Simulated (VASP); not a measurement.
Input of a VASP 6.6.1 run:

INCAR

```
ALGO     = Normal         # electronic algorithm
EDIFF    = 1E-6           # SCF threshold, eV
ENCUT    = 520            # plane-wave cutoff, eV
GGA      = PE             # functional
ISIF     = 2              # what is computed and relaxed
ISMEAR   = -1             # smearing method
ISPIN    = 2              # spin polarisation
IVDW     = 12             # dispersion correction
LASPH    = T              # aspherical terms in the spheres
LCHARG   = F              # write CHGCAR
LORBIT   = 11             # projections on sites
LREAL    = Auto         
LWAVE    = F              # write WAVECAR
MAGMOM   = 0 0 0 0 0 0 0 0 0 0 0 0 0 0 0 0 0 # initial moments
NBANDS   = 53             # bands
NELM     = 150            # most SCF steps
PREC     = Accurate       # precision mode
SIGMA    = 0.05           # smearing width, eV
```

File KPOINTS:

```
k-points
0
Gamma
  2 2 2
```

The input POSCAR:

```
Si16O
1.0
    0.0000000000      5.4300000000      5.4300000000
    5.4300000000      0.0000000000      5.4300000000
    5.4300000000      5.4300000000      0.0000000000
Si O
16 1
Direct
   -0.0044140884      0.0169336096     -0.0078562615
    0.1335239411      0.1337324125      0.1115432781
    0.0105465009      0.0140743094      0.4868984346
    0.1137093923      0.1526467772      0.6179360958
    0.0220101289      0.5086038674     -0.0186994475
    0.1163983425      0.6426138122      0.1252027624
   -0.0541854512      0.5262703499      0.4994051565
    0.0704537753      0.6521082873      0.6212731123
    0.5086380295      0.0132400552     -0.0095019337
    0.6212295580      0.1461345304      0.1189814917
    0.4891442910      0.0292700737      0.4935175875
    0.6412574586      0.1298440147      0.6169506446
    0.4918578269      0.5207662983      0.0002351750
    0.6524340700      0.6397744015      0.0966602210
    0.5381107735      0.4973790976      0.4654984346
    0.5746813076      0.6565873849      0.6279965930
    0.3039651013      0.5281113260      0.4728348987
```

Potentials or basis: VASP PAW PBE potentials, release 64 (Si, O).

Launch:

```console
$ cat potpaw_PBE.64/Si/POTCAR potpaw_PBE.64/O/POTCAR > POTCAR
$ mpirun -np 1 vasp_std > vasp.out
```

Q: Estimate the dispersion energy per atom.

A: -0.307 eV.

Q: Predict the largest force.

A: 0.205 eV/Å.

Forces on the atoms (eV/Å):
```
Si   0.020  0.009  0.006
Si   0.008  0.013  0.005
Si  -0.030  0.060 -0.003
Si   0.046 -0.022  0.012
Si  -0.043  0.015  0.068
Si   0.045  0.022 -0.017
Si   0.111 -0.102 -0.106
Si  -0.046 -0.136 -0.147
Si   0.000  0.009  0.003
Si   0.007  0.004  0.000
Si   0.034 -0.025  0.002
Si  -0.039  0.041  0.011
Si   0.030  0.005 -0.024
Si  -0.047  0.018  0.050
Si  -0.160  0.080  0.080
Si   0.061 -0.109 -0.103
O    0.003  0.118  0.162
```

Caveat: the k points lie up to 0.50 Å⁻¹ apart.
